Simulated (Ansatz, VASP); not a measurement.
Nb: VASP beside Ansatz

The input INCAR:

```
PREC = Accurate
ENCUT = 600
EDIFF = 1E-7
ISMEAR = 0
SIGMA = 0.1
LREAL = False
LASPH = True
NELM = 80
ALGO = Normal
ISIF = 3
LWAVE = False
LCHARG = False
GGA = PE
IBRION = 2
NSW = 90
EDIFFG = -0.04
```

The input KPOINTS:

```
regular mesh
0
Gamma
  9 9 4
```

Contents of POSCAR:

```
Nb
1.0
    2.8376659320      0.0000000000      0.0000000000
   -1.4188329660      2.4574907846      0.0000000000
    0.0000000000      0.0000000000      5.3069538184
Nb
2
Direct
    0.3333333333      0.6666666667      0.2500000000
    0.6666666667      0.3333333333      0.7500000000
```

Input for Ansatz:

```yaml
crystal:
  lattice:
    - [2.837665932, 0.0, 0.0]
    - [-1.418832966, 2.4574907846, 0.0]
    - [0.0, 0.0, 5.3069538184]
  atoms:
    - { symbol: Nb, position: [0.3333333333, 0.6666666667, 0.25] }
    - { symbol: Nb, position: [0.6666666667, 0.3333333333, 0.75] }
basis:
  ecutwfc: 420
kpoints:
  mp_grid: { grid: [9, 9, 4] }
hamiltonian:
  xc: pbe
scf:
  occupations: { method: gaussian, width: 0.1 }
  lower_state_search: "off"
output:
  forces: true
  stress: true
  eigenvalues: true
relax:
  adjacent_minimum: "off"
  f_tol: 0.04
  max_steps: 70
  cell: { stress_tol: 0.4 }
```

Alike in both runs: task relaxation of cell and atoms; functional PBE; k mesh 9 × 9 × 4; occupations gaussian, width 0.1 eV; no spin polarisation.

|  | VASP | Ansatz |
| --- | --- | --- |
| version | VASP 6.6.1 | Ansatz 0.2.0 |
| potentials or method | VASP PAW PBE potentials, release 64 (Nb_sv), cutoff 600 eV | scalar-relativistic, plane waves, PAW |
| valence electrons in the cell | 26 | 26 |

```csv
,VASP,Ansatz,Ansatz less VASP
"gap on the k mesh at the Fermi level, each at its own relaxed structure (eV)",none,none,-
relaxed volume (Å³/atom),18.63,18.67,+0.040
relaxed cell length with the largest relative difference (Å),5.303,5.314,+0.0111
```

A gap of «none» marks a metal or a gap that the smearing closes.
